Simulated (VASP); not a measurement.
# WS2 (R3m) in VASP: notebook

WS2 is run at these levels: PBEsol+U, PBEsol, r2SCAN; tasks: single point.

Program: VASP 6.6.1. These are calculated values, not measurements. Logs are shortened: lines on timing, memory, paths and dates and some standing lists are left out, and cuts for length are marked.

## Step 1: The cell of the first run

It takes space group R3m (No. 160, trigonal). Conventional cell: a = 3.158 Å, b = 3.158 Å, c = 18.490 Å, α = 90.00°, β = 90.00°, γ = 120.00°. Within 3.2 Å of W (site symmetry 3m) lie 6 S at 2.39 to 2.42 Å and 6 W at 3.16 Å. S (site symmetry 3m) has 3 W at 2.39 Å and 7 S at 3.13 to 3.16 Å within 3.2 Å. Within 3.2 Å of S (site symmetry 3m) lie 3 W at 2.42 Å and 7 S at 3.13 to 3.16 Å.

## Step 2: Single point, PBEsol+U

The input, INCAR:

```
PREC = Accurate
ENCUT = 520
EDIFF = 1E-6
ISMEAR = 0
SIGMA = 0.05
LREAL = False
LASPH = True
NELM = 150
ALGO = Normal
ISIF = 2
LWAVE = False
LCHARG = False
LMAXMIX = 4
LDAU = True
LDAUTYPE = 2
LDAUL = 2 -1
LDAUU = 6 0
LDAUJ = 0 0
LDAUPRINT = 1
GGA = PS
NBANDS = 20
```

The input, KPOINTS:

```
Automatic mesh
0
Gamma
  7 7 7
```

The input, POSCAR:

```
WS2
1.0
    1.5790001700      0.9116361700      6.1633291500
   -1.5790001700      0.9116361700      6.1633291500
    0.0000000000     -1.8232723400      6.1633291500
W S
1 2
Direct
    0.0000000000      0.0000000000      0.0000000000
    0.7503000000      0.7503000000      0.7503000000
    0.5810000000      0.5810000000      0.5810000000
```

Potentials or basis: VASP PAW PBE potentials, release 64 (W_sv, S).

Started as:

```bash
$ cat potpaw_PBE.64/W_sv/POTCAR potpaw_PBE.64/S/POTCAR > POTCAR
$ mpirun -np 1 vasp_std > vasp.out
```

OUTCAR:

```text
PREC = Accurate
   ENCUT = 520
   EDIFF = 1E-6
   ISMEAR = 0
   LREAL = False
   LASPH = True
   NELM = 150
   ISIF = 2
   GGA = PS

 ion  position               nearest neighbor table
   1  0.000  0.000  0.000-   2 2.39   2 2.39   2 2.39   3 2.42   3 2.42   3 2.42
   2  0.750  0.750  0.750-   1 2.39   1 2.39   1 2.39
   3  0.581  0.581  0.581-   1 2.42   1 2.42   1 2.42

  LATTYP: Found a trigonal (rhomboedric) cell.
 ALAT       =     6.4273593532
 COS(alpha) =     0.8792939097

  Lattice vectors:

 A1 = (   1.5790001700,   0.9116361700,   6.1633291500)
 A2 = (  -1.5790001700,   0.9116361700,   6.1633291500)
 A3 = (   0.0000000000,  -1.8232723400,   6.1633291500)

Analysis of symmetry for initial positions (statically):
=====================================================================
 Subroutine PRICEL returns:
 Original cell was already a primitive cell.

 Routine SETGRP: Setting up the symmetry group for a
 trigonal (rhombohedral) supercell.

 Subroutine GETGRP returns: Found  6 space group operations
 (whereof  6 operations were pure point group operations)
 out of a pool of 12 trial point group operations.

The static configuration has the point symmetry C_3v.

Analysis of symmetry for dynamics (positions and initial velocities):
=====================================================================
 Subroutine PRICEL returns:
 Original cell was already a primitive cell.

 Routine SETGRP: Setting up the symmetry group for a
 trigonal (rhombohedral) supercell.

 Subroutine GETGRP returns: Found  6 space group operations
 (whereof  6 operations were pure point group operations)
 out of a pool of 12 trial point group operations.

The dynamic configuration has the point symmetry C_3v.

 Subroutine INISYM returns: Found  6 space group operations
 (whereof  6 operations are pure point group operations),
 and found     1 'primitive' translations

----------------------------------------------------------------------------------------

                                     Primitive cell

  volume of cell :      53.2317

  direct lattice vectors                    reciprocal lattice vectors
     1.579000170  0.911636170  6.163329150     0.316656077  0.182821472  0.054083325
    -1.579000170  0.911636170  6.163329150    -0.316656077  0.182821472  0.054083325
     0.000000000 -1.823272340  6.163329150     0.000000000 -0.365642944  0.054083325

  length of vectors
     6.427359353  6.427359353  6.427359352     0.369621114  0.369621114  0.369621115

  position of ions in fractional coordinates (direct lattice)
     0.000000000  0.000000000  0.000000000
     0.750300000  0.750300000  0.750300000
     0.581000000  0.581000000  0.581000000

  ion indices of the primitive-cell ions
   primitive index   ion index
                 1           1
                 2           2
                 3           3

----------------------------------------------------------------------------------------

 KPOINTS: Automatic mesh

Automatic generation of k-mesh.
 Grid dimensions read from file:
 generate k-points for:    7    7    7

 Generating k-lattice:

  Cartesian coordinates                     Fractional coordinates (reciprocal lattice)
     0.045236582  0.026117353  0.007726189     0.142857143  0.000000000  0.000000000
    -0.045236582  0.026117353  0.007726189     0.000000000  0.142857143  0.000000000
     0.000000000 -0.052234706  0.007726189     0.000000000  0.000000000  0.142857143

  Length of vectors
     0.052803016  0.052803016  0.052803016

  Shift w.r.t. Gamma in fractional coordinates (k-lattice)
     0.000000000  0.000000000  0.000000000

 Subroutine IBZKPT returns following result:
 ===========================================

 Found     44 irreducible k-points:

 Following reciprocal coordinates:
            Coordinates               Weight
  0.000000  0.000000  0.000000      1.000000
  0.142857  0.000000  0.000000      6.000000
  0.285714  0.000000  0.000000      6.000000
  0.428571  0.000000  0.000000      6.000000
  0.142857  0.142857  0.000000      6.000000
  0.285714  0.142857  0.000000     12.000000
[... 16 lines left out ...]
  0.285714  0.285714  0.142857      6.000000
  0.428571  0.285714  0.142857     12.000000
 [... further k-points ...]
   k-points           NKPTS =     44   k-points in BZ     NKDIM =     44   number of bands    NBANDS=     20
   number of dos      NEDOS =    301   number of ions     NIONS =      3
   total plane-waves  NPLWV = 110592
   dimension x,y,z NGX =    48 NGY =   48 NGZ =   48
   dimension x,y,z NGXF=    96 NGYF=   96 NGZF=   96
   ions per type =               1   2
   NGX,Y,Z   is equivalent  to a cutoff of  12.42, 12.42, 12.42 a.u.
   NGXF,Y,Z  is equivalent  to a cutoff of  24.83, 24.83, 24.83 a.u.
 SYSTEM =  unknown system
   PREC   = accura    normal or accurate (medium, high low for compatibility)
   ISTART =      0    job   : 0-new  1-cont  2-samecut
   ICHARG =      2    charge: 1-file 2-atom 10-const
   ISPIN  =      1    spin polarized calculation?
   LNONCOLLINEAR =      F non collinear calculations
   LSORBIT =      F    spin-orbit coupling
   LASPH  =      T    aspherical Exc in radial PAW
   ENCUT  =  520.0 eV  38.22 Ry    6.18 a.u.  11.95 11.95 11.95*2*pi/ulx,y,z
   NELM   =    150;   NELMIN=  2; NELMDL= -5     # of ELM steps
   EDIFF  = 0.1E-05   stopping-criterion for ELM
   LREAL  =      F    real-space projection
[... 7 lines left out ...]
   TEBEG  =    0.0;   TEEND  =   0.0 temperature during run
   PSTRESS=    0.0 pullay stress
   NELECT =      26.0000    total number of electrons
   NUPDOWN=      -1.0000    fix difference up-down
   EMIN   =  10.00;   EMAX   =-10.00  energy-range for DOS
   EFERMI =   0.00;   METHOD = LEGACY
   ISMEAR =     0;   SIGMA  =   0.05  broadening in eV -4-tet -1-fermi 0-gaus
   EFERMI_NEDOS =   21; number of points for ismear=-14 and -15
   IALGO  =     38    algorithm
   IMIX   =      4    mixing-type and parameters
     AMIX     =   0.40;   BMIX     =  1.00
     AMIX_MAG =   1.60;   BMIX_MAG =  1.00
  volume/ion in A,a.u.               =      17.74       119.74
  Fermi-wavevector in a.u.,A,eV,Ry     =   1.289266  2.436359 22.615694  1.662207
  Thomas-Fermi vector in A             =   2.421169
   LORBIT       =      0    0 simple, 1 ext, 2 COOP (PROOUT), +10 PAW based schemes
 LDA+U is selected, type is set to LDAUTYPE =  2
   angular momentum for each species LDAUL =     2   -1
   U (eV)           for each species LDAUU =   6.0  0.0
   J (eV)           for each species LDAUJ =   0.0  0.0
   GGA     = PS    functional components
   LHFCALC =     F    Hartree Fock is set to
   AEXX    =    0.0000 exact exchange contribution
   IVDW    =     0    specifies the selected vdW correction
   LEPSILON=     F    determine dielectric tensor
   LRPA    =     F    only Hartree local field effects (RPA)
 non-spin polarized calculation
 Gauss-broadening in eV      SIGMA  =   0.05
  energy-cutoff  :      520.00
  volume of cell :       53.23
 maximum number of plane-waves:      1442
   NGX = 23   NGY = 23   NGZ = 23

atom =   1  type =  1  l = 2

 onsite density matrix

spin component  1

  0.3276  0.0000  0.0000  0.0026  0.0000
  0.0000  0.3144 -0.0000  0.0000  0.0026
  0.0000 -0.0000  0.3610 -0.0000 -0.0000
  0.0026  0.0000 -0.0000  0.3144 -0.0000
  0.0000  0.0026 -0.0000 -0.0000  0.3276

spin component  2

  0.3276  0.0000  0.0000  0.0026  0.0000
  0.0000  0.3144 -0.0000  0.0000  0.0026
  0.0000 -0.0000  0.3610 -0.0000 -0.0000
  0.0026  0.0000 -0.0000  0.3144 -0.0000
  0.0000  0.0026 -0.0000 -0.0000  0.3276

 occupancies and eigenvectors

  o =  0.3139  v =  0.0000 -0.9824  0.0000 -0.0000  0.1868  0.0000  0.0000  0.0000  0.0000  0.0000      0.0000  0.0000  0.0000  0.0000  0.0000  0.0000  0.0000  0.0000  0.0000  0.0000
  o =  0.3139  v =  0.0000  0.0000  0.0000  0.0000  0.0000  0.0000 -0.9824  0.0000 -0.0000  0.1868      0.0000  0.0000  0.0000  0.0000  0.0000  0.0000  0.0000  0.0000  0.0000  0.0000
  o =  0.3139  v =  0.1868  0.0000 -0.0000 -0.9824 -0.0000  0.0000  0.0000  0.0000  0.0000  0.0000      0.0000  0.0000  0.0000  0.0000  0.0000  0.0000  0.0000  0.0000  0.0000  0.0000
  o =  0.3139  v =  0.0000  0.0000  0.0000  0.0000  0.0000  0.1868  0.0000 -0.0000 -0.9824 -0.0000      0.0000  0.0000  0.0000  0.0000  0.0000  0.0000  0.0000  0.0000  0.0000  0.0000
  o =  0.3281  v =  0.0000  0.0000  0.0000  0.0000  0.0000  0.0000 -0.1868 -0.0000  0.0000 -0.9824      0.0000  0.0000  0.0000  0.0000  0.0000  0.0000  0.0000  0.0000  0.0000  0.0000
  o =  0.3281  v =  0.0000 -0.1868 -0.0000  0.0000 -0.9824  0.0000  0.0000  0.0000  0.0000  0.0000      0.0000  0.0000  0.0000  0.0000  0.0000  0.0000  0.0000  0.0000  0.0000  0.0000
  o =  0.3281  v =  0.0000  0.0000  0.0000  0.0000  0.0000 -0.9824 -0.0000 -0.0000 -0.1868 -0.0000      0.0000  0.0000  0.0000  0.0000  0.0000  0.0000  0.0000  0.0000  0.0000  0.0000
  o =  0.3281  v = -0.9824 -0.0000 -0.0000 -0.1868 -0.0000  0.0000  0.0000  0.0000  0.0000  0.0000      0.0000  0.0000  0.0000  0.0000  0.0000  0.0000  0.0000  0.0000  0.0000  0.0000
  o =  0.3610  v =  0.0000  0.0000  0.0000  0.0000  0.0000  0.0000 -0.0000  1.0000  0.0000 -0.0000      0.0000  0.0000  0.0000  0.0000  0.0000  0.0000  0.0000  0.0000  0.0000  0.0000
  o =  0.3610  v =  0.0000 -0.0000  1.0000  0.0000 -0.0000  0.0000  0.0000  0.0000  0.0000  0.0000      0.0000  0.0000  0.0000  0.0000  0.0000  0.0000  0.0000  0.0000  0.0000  0.0000

 number of electron      26.0000001 magnetization

 Free energy of the ion-electron system (eV)
  ---------------------------------------------------
  ext. energy  EPLUGINS =         0.00000000
  ---------------------------------------------------
  free energy    TOTEN  =       -18.55705287 eV

  energy without entropy =      -18.55705287  energy(sigma->0) =      -18.55705287

 E-fermi :   7.8548     XC(G=0): -11.1242

 val. band max:        7.5921754858   @ k =   0.4286   0.4286   0.4286
 cond. band min:       8.7241333884   @ k =  -0.1429   0.1429   0.0000
 fundamental gap:      1.1319579026
 Fermi energy:         7.8547565406

 k-point     1 :       0.0000    0.0000    0.0000
  band No.  band energies     occupation
      1     -67.9053      2.00000
      2     -32.1000      2.00000
      3     -31.9541      2.00000
      4     -31.9541      2.00000
      5      -8.2169      2.00000
      6      -6.1441      2.00000
[... 12 lines left out ...]
     19      15.2220      0.00000
[... 513 lines left out ...]
      4     -32.0052      2.00000
      5      -7.1289      2.00000
      6      -6.0040      2.00000
[... 12 lines left out ...]
     19      15.9349      0.00000
     20      16.2301      0.00000

 [... further k-points ...]

------------------------ aborting loop because EDIFF is reached ----------------------------------------

  FORCE on cell =-STRESS in cart. coord.  units (eV):
  Direction    XX          YY          ZZ          XY          YZ          ZX
  --------------------------------------------------------------------------------------
  -------------------------------------------------------------------------------------
  Total        1.4268158      1.4268158      1.9442801      0.0000000      0.0000000      0.0000000
  in kB       42.9445589     42.9445586     58.5192935      0.0000000      0.0000000      0.0000000
  external PRESSURE =      48.1361370 kB  Pullay stress =       0.0000000 kB

 VOLUME and BASIS-vectors are now :
 -----------------------------------------------------------------------------
  energy-cutoff  :      520.00
  volume of cell :       53.23
      direct lattice vectors                 reciprocal lattice vectors
     1.579000170  0.911636170  6.163329150     0.316656077  0.182821472  0.054083325
    -1.579000170  0.911636170  6.163329150    -0.316656077  0.182821472  0.054083325
     0.000000000 -1.823272340  6.163329150     0.000000000 -0.365642944  0.054083325

 POSITION                                       TOTAL-FORCE (eV/Angst)
 -----------------------------------------------------------------------------------
      0.00000      0.00000      0.00000         0.000000      0.000000     -0.637848
      0.00000      0.00000     13.87304         0.000000      0.000000      0.855026
      0.00000      0.00000     10.74268         0.000000     -0.000000     -0.217178
 -----------------------------------------------------------------------------------
    total drift:                                0.000000      0.000000     -0.000020

  FREE ENERGIE OF THE ION-ELECTRON SYSTEM (eV)
  ---------------------------------------------------
  free  energy   TOTEN  =       -18.5570528651 eV

  energy  without entropy=      -18.5570528651  energy(sigma->0) =      -18.55705287
```

It took 65 s on 1 thread of Intel Xeon 6975P-C (Granite Rapids), shared host; peak memory 0.32 GiB.

Results:

```yaml
Free_energy: -18.5571 eV
Pressure: 4.8 GPa
Largest_force: 0.855 eV/Å
Band_gap_on_the_k_mesh: 1.13 eV (least direct gap 2.37 eV)
```

Forces in eV/Å, atoms in the order of the input:
```
W    0.000  0.000 -0.638
S    0.000  0.000  0.855
S    0.000  0.000 -0.217
```

Eigenvalues of the final occupation matrices:
| site | spin | trace | eigenvalues |
| --- | --- | --- | --- |
| site 1 d | 1 | 1.65 | 0.31 0.31 0.33 0.33 0.36 |
| site 1 d | 2 | 1.65 | 0.31 0.31 0.33 0.33 0.36 |

Caveat: the cell stands under pressure; the PAW data sets were made with another functional, which shifts forces and pressure a little; spin-orbit coupling is left out, which moves the levels of the heavy elements; an odd mesh through Γ misses points on the zone boundary, where band edges can lie.

## Step 3: Single point, PBEsol, collinear spin

The input, INCAR:

```
SYSTEM = WS2
PREC     = Accurate       ! precision mode
ENCUT    = 520            ! plane-wave cutoff, eV
EDIFF    = 1E-6           ! SCF threshold, eV
ISMEAR   = 0              ! smearing method
SIGMA    = 0.05           ! smearing width, eV
LREAL    = .FALSE.        ! projectors in reciprocal space
LASPH    = .TRUE.         ! aspherical terms in the spheres
NELM     = 150            ! most SCF steps
ALGO     = Normal         ! electronic algorithm
ISIF     = 2              ! what is computed and relaxed
LWAVE    = .FALSE.        ! write WAVECAR
LCHARG   = .FALSE.        ! write CHGCAR
ISPIN    = 2              ! spin polarisation
MAGMOM   = 0.5 0 0        ! initial moments
LORBIT   = 11             ! projections on sites
LMAXMIX  = 4              ! l up to which the mixer works
GGA      = PS             ! functional
NBANDS   = 24             ! bands
```

The input, KPOINTS:

```
regular mesh
0
G
  7 7 7
  0 0 0
```

POSCAR is that of step 2.

Potentials or basis: VASP PAW PBE potentials, release 64 (W_sv, S).

Started as:

```bash
$ cat potpaw_PBE.64/W_sv/POTCAR potpaw_PBE.64/S/POTCAR > POTCAR
$ mpirun -np 1 vasp_std > vasp.out
```

OUTCAR:

```text
SYSTEM = WS2
   PREC = Accurate
   ENCUT = 520
   EDIFF = 1E-6
   ISMEAR = 0
   LREAL = .FALSE.
   LASPH = .TRUE.
   NELM = 150
   ISIF = 2
   ISPIN = 2
   LORBIT = 11
   GGA = PS

 ion  position               nearest neighbor table
   1  0.000  0.000  0.000-   2 2.39   2 2.39   2 2.39   3 2.42   3 2.42   3 2.42
   2  0.750  0.750  0.750-   1 2.39   1 2.39   1 2.39
   3  0.581  0.581  0.581-   1 2.42   1 2.42   1 2.42

  LATTYP: Found a trigonal (rhomboedric) cell.
 ALAT       =     6.4273593532
 COS(alpha) =     0.8792939097

[... 1521 lines left out ...]
  energy-cutoff  :      520.00
  volume of cell :       53.23
      direct lattice vectors                 reciprocal lattice vectors
     1.579000170  0.911636170  6.163329150     0.316656077  0.182821472  0.054083325
    -1.579000170  0.911636170  6.163329150    -0.316656077  0.182821472  0.054083325
     0.000000000 -1.823272340  6.163329150     0.000000000 -0.365642944  0.054083325

 POSITION                                       TOTAL-FORCE (eV/Angst)
 -----------------------------------------------------------------------------------
      0.00000      0.00000      0.00000         0.000000      0.000000     -0.601645
      0.00000      0.00000     13.87304         0.000000     -0.000000      0.250405
      0.00000      0.00000     10.74268         0.000000      0.000000      0.351241
 -----------------------------------------------------------------------------------
    total drift:                                0.000000      0.000000     -0.000011

  FREE ENERGIE OF THE ION-ELECTRON SYSTEM (eV)
  ---------------------------------------------------
  free  energy   TOTEN  =       -25.2644455479 eV

  energy  without entropy=      -25.2644455479  energy(sigma->0) =      -25.26444555

 total charge

# of ion       s       p       d       tot
------------------------------------------
    1        2.325   6.335   3.410  12.071
    2        1.352   2.354   0.000   3.707
    3        1.355   2.337   0.000   3.691
--------------------------------------------------
tot          5.032  11.026   3.410  19.468

 magnetization (x)

# of ion       s       p       d       tot
------------------------------------------
    1       -0.000  -0.000   0.000   0.000
    2        0.000   0.000   0.000   0.000
    3        0.000   0.000   0.000   0.000
--------------------------------------------------
tot          0.000   0.000   0.000   0.000
```

Run time: 2.6 min. Hardware: 1 thread of Intel Xeon 6975P-C (Granite Rapids), shared host; peak memory 0.43 GiB.

What came out:

| Property | Result |
| --- | --- |
| Free energy | -25.2644 eV |
| Pressure | -0.5 GPa |
| Largest force | 0.602 eV/Å |
| Band gap on the k mesh | 1.11 eV (least direct gap 2.32 eV) |
| Net moment | 0.00 μB per cell |
| Valence electrons inside the program's atomic spheres | W 12.07; S 3.71, 3.69 |

Forces in eV/Å, atoms in the order of the input:
```
W    0.000  0.000 -0.602
S    0.000  0.000  0.250
S    0.000  0.000  0.351
```

Stress tensor (GPa, compression positive):
```
-0.87  0.00  0.00
 0.00 -0.87  0.00
 0.00  0.00  0.19
```

Caveat: the PAW data sets were made with another functional, which shifts forces and pressure a little; spin-orbit coupling is left out, which moves the levels of the heavy elements; an odd mesh through Γ misses points on the zone boundary, where band edges can lie. PBEsol gaps usually lie below the measured ones, often by a third to a half.

[end of part 1 of 2]
